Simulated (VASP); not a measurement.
Se:

```xyz
1
Lattice="-1.7600 1.7600 1.7600 1.7600 -1.7600 1.7600 1.7600 1.7600 -1.7600" Properties=species:S:1:pos:R:3 pbc="T T T"
Se    0.0000    0.0000    0.0000
```

- Program: VASP 6.6.1
- Task: relaxation of cell and atoms
- Functional: PBEsol
- Potentials or basis: VASP PAW PBE potentials, release 64 (Se)
- Cutoff: 600 eV
- k mesh: 13 × 13 × 13
- Occupations: fermi-dirac, width 0.1 eV
- Spin: no spin polarisation

At the start: pressure -8.1 GPa; volume 21.81 Å³/atom.

Question: How do energy, volume and symmetry change on relaxing?

Answer: Over 3 steps the energy falls by 72.4 meV/atom and the volume is 19.26 Å³/atom (-11.7 %); space group Im-3m (No. 229, to 0.05 Å).

Step by step:
```tsv
step	energy change (eV)	largest force (eV/Å)	pressure (GPa)	volume (Å³)
1	0.0000	0.0000	-8.07	21.81
2	-0.0641	0.0000	3.73	18.52
3	-0.0724	0.0000	0.02	19.26
```

Final structure:
```
Se
1.0
    -1.68851    1.68851    1.68851
     1.68851   -1.68851    1.68851
     1.68851    1.68851   -1.68851
Se
1
Direct
  0.00000 0.00000 0.00000
```

Caveat: the PAW data sets were made with another functional, which shifts forces and pressure a little.
